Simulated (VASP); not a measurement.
Set up this calculation in VASP 6.6.1, as the native input.

| Property | Result |
| --- | --- |
| Task | single point |
| Functional | PBE |
| Dispersion | D3(BJ) |
| Potentials or basis | VASP PAW PBE potentials, release 64 (Se) |
| Cutoff | 520 eV |
| k mesh | 12 × 12 × 8 |
| Occupations | gaussian, width 0.05 eV |
| Spin | no spin polarisation |
| Dipole correction | no |
| Further INCAR settings | ALGO = Normal; EDIFF = 1e-06; NBANDS = 16 |

The structure of Se lies in POSCAR:

```
Se
1.0
    4.0681465822      0.0000000000      0.0000000000
   -2.0340732911      3.5231182865      0.0000000000
    0.0000000000      0.0000000000      5.1277306245
Se
3
Direct
    0.2473450684      0.0000000000      0.3333333333
    0.0000000000      0.2473450684      0.6666666667
    0.7526549316      0.7526549316      0.0000000000
```

One way to write it, as run:

INCAR

```
SYSTEM = Se
PREC     = Accurate       ! precision mode
ENCUT    = 520            ! plane-wave cutoff, eV
EDIFF    = 1E-6           ! SCF threshold, eV
ISMEAR   = 0              ! smearing method
SIGMA    = 0.05           ! smearing width, eV
LREAL    = .False.        ! projectors in reciprocal space
LASPH    = .True.         ! aspherical terms in the spheres
NELM     = 100            ! most SCF steps
ALGO     = Normal         ! electronic algorithm
ISIF     = 2              ! what is computed and relaxed
LWAVE    = .False.        ! write WAVECAR
LCHARG   = .False.        ! write CHGCAR
GGA      = PE             ! functional
IVDW     = 12             ! dispersion correction
NBANDS   = 16             ! bands
```

KPOINTS

```
regular mesh
0
Gamma
  12 12 8
  0 0 0
```

Potentials or basis: VASP PAW PBE potentials, release 64 (Se).

The run is started by

```bash
$ cat potpaw_PBE.64/Se/POTCAR > POTCAR
$ mpirun -np 1 vasp_std > vasp.out
```

Results of the run:

* Pressure: 0.1 GPa
* Largest force: 0.019 eV/Å
* Band gap on the k mesh: 0.51 eV, indirect (least direct gap 0.53 eV)
* Dispersion energy per atom: -0.356 eV

It took 2.6 min on 1 thread of AMD EPYC 7R43 64-Core Processor (Zen 3), on a shared host, peak memory 0.22 GiB.
